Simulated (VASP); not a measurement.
The system is SnO2.

```xyz
3
Lattice="3.1774 0.0000 0.0000 0.0000 3.1774 0.0000 0.0000 0.0000 4.3705" Properties=species:S:1:pos:R:3 pbc="T T T"
Sn    0.0000    0.0000    1.5899
O     1.5887    1.5887    1.4889
O     1.5887    1.5887    0.2716
```

The cell was generated, and may not be a known phase.

| Item | Value |
| --- | --- |
| Program | VASP 6.6.1 |
| Task | relaxation of cell and atoms |
| Functional | PBE |
| Potentials or basis | VASP PAW PBE potentials, release 64 (Sn_d, O_h) |
| Cutoff | 1340 eV |
| k mesh | 6 × 6 × 4 |
| Occupations | gaussian, width 0.1 eV |
| Spin | no spin polarisation |

At the start: pressure 44.0 GPa; volume 14.71 Å³/atom.

Problem. Where does the relaxation end?

Solution. Over 44 steps the energy falls by 925.8 meV/atom and the volume is 20.19 Å³/atom (+37.3 %); space group P4mm (No. 99, to 0.1 Å) before, P4/mmm (No. 123, to 0.1 Å).

Step by step:
| step | energy change (eV) | largest force (eV/Å) | pressure (GPa) | volume (Å³) |
| --- | --- | --- | --- | --- |
| 1 | 0.0000 | 13.0008 | 44.04 | 44.12 |
| 3 | 0.1782 | 0.0536 | -12.59 | 70.90 |
| 5 | -1.3232 | 1.8377 | -6.89 | 54.81 |
| 7 | -1.7831 | 0.8561 | 14.01 | 46.92 |
| 9 | -2.3558 | 1.3880 | -4.53 | 54.97 |
| 11 | -2.4032 | 2.1264 | 1.27 | 52.29 |
| 13 | -2.4877 | 0.7554 | -0.24 | 51.96 |
| 15 | -2.6109 | 0.5671 | 2.55 | 48.48 |
| 17 | -2.6903 | 0.2043 | 0.56 | 49.05 |
| 19 | -2.7136 | 0.1875 | 1.11 | 49.42 |
| 21 | -2.7328 | 0.1342 | 1.24 | 50.25 |
| 23 | -2.7390 | 0.4267 | -0.37 | 51.37 |
| 25 | -2.7501 | 0.1882 | -0.46 | 52.39 |
| 27 | -2.7544 | 0.1262 | -0.57 | 53.56 |
| 29 | -2.7660 | 0.1290 | 0.04 | 54.63 |
| 31 | -2.7669 | 0.1121 | 0.24 | 54.83 |
| 33 | -2.7682 | 0.2230 | 0.68 | 55.26 |
| 35 | -2.7707 | 0.1958 | 0.60 | 55.91 |
| 37 | -2.7762 | 0.1261 | 0.41 | 58.52 |
| 39 | -2.7761 | 0.2131 | 0.42 | 60.21 |
| 41 | -2.7771 | 0.0546 | 0.03 | 60.40 |
| 43 | -2.7773 | 0.0475 | 0.01 | 60.44 |
| 44 | -2.7775 | 0.0271 | -0.11 | 60.57 |

Final structure:
```cif
data_structure
_symmetry_space_group_name_H-M 'P 1'
_symmetry_Int_Tables_number 1
_cell_length_a 3.4761
_cell_length_b 3.4761
_cell_length_c 5.0130
_cell_angle_alpha 90.000
_cell_angle_beta 90.000
_cell_angle_gamma 90.000
_cell_volume 60.57
loop_
_atom_site_label
_atom_site_type_symbol
_atom_site_fract_x
_atom_site_fract_y
_atom_site_fract_z
_atom_site_occupancy
Sn1 Sn 0.00000 0.00000 0.25416 1
O1 O 0.50000 0.50000 0.40792 1
O2 O 0.50000 0.50000 0.10451 1
```

Caveat: the volume moved by over 15 % at a fixed basis, so the end points are rough.
